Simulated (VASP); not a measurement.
AuS2: single point with PBE

Crystal: AuS2.

```
S Au
1.0
     4.76088    0.00000    0.00000
     0.00000    7.91453    0.00000
     0.00000    0.00000    3.76781
S Au
4 2
Direct
  0.32039 0.92789 0.50000
  0.82039 0.57211 0.00000
  0.67961 0.07211 0.50000
  0.17961 0.42789 0.00000
  0.50000 0.50000 0.50000
  0.00000 0.00000 0.00000
```

- Program: VASP 6.6.1
- Task: single point
- Functional: PBE
- Potentials or basis: VASP PAW PBE potentials, release 64 (S, Au)
- Cutoff: 520 eV
- k mesh: 8 × 6 × 10
- Occupations: gaussian, width 0.1 eV
- Spin: no spin polarisation
- Dipole correction: no
- Further INCAR settings: ALGO = Normal; EDIFF = 1e-06; NBANDS = 32

```yaml
Pressure: -0.3 GPa
Largest_force: 0.120 eV/Å
Band_gap_on_the_k_mesh: zero (bands 23 and 24 overlap by 2.66 eV)
```

Forces in eV/Å, atoms in the order of the input:
```
S    0.102  0.063  0.000
S    0.102 -0.063  0.000
S   -0.102 -0.063  0.000
S   -0.102  0.063  0.000
Au   0.000  0.000  0.000
Au   0.000  0.000  0.000
```

Stress tensor (GPa, compression positive):
```
-0.54  0.00  0.00
 0.00 -0.18  0.00
 0.00  0.00 -0.15
```

Levels at points of the mesh, in eV from the Fermi level:
| k point | band 19 | band 20 | band 21 | band 22 | band 23 | band 24 | band 25 | band 26 |
| --- | --- | --- | --- | --- | --- | --- | --- | --- |
| (0.00, 0.00, 0.00) | -3.50 | -3.15 | -1.90 | -0.85 | 1.37 | 1.74 | 1.80 | 1.90 |
| (0.50, 0.00, 0.00) | -1.57 | -1.57 | -0.74 | -0.74 | -0.65 | -0.65 | 1.41 | 1.41 |
| (0.00, 0.50, 0.00) | -2.90 | -2.90 | -1.72 | -1.72 | 1.38 | 1.38 | 1.81 | 1.81 |
| (0.50, 0.50, 0.00) | -1.58 | -1.58 | -1.14 | -1.14 | -0.66 | -0.66 | 1.78 | 1.78 |
| (0.00, 0.00, 0.50) | -2.67 | -2.67 | -1.59 | -1.59 | -1.18 | -1.18 | 2.40 | 2.40 |
| (0.50, 0.00, 0.50) | -3.29 | -3.29 | -1.99 | -1.99 | 1.25 | 1.25 | 2.08 | 2.08 |
| (0.00, 0.50, 0.50) | -2.73 | -2.73 | -2.00 | -2.00 | -1.11 | -1.11 | 2.38 | 2.38 |
| (0.50, 0.50, 0.50) | -2.69 | -2.69 | -2.37 | -2.37 | 1.00 | 1.00 | 1.91 | 1.91 |

It took 2.7 min on 1 thread of Intel(R) Xeon(R) 6975P-C (Granite Rapids) (shared host), peak memory 0.54 GiB.

Caveat: spin-orbit coupling is left out, which moves the levels of the heavy elements.
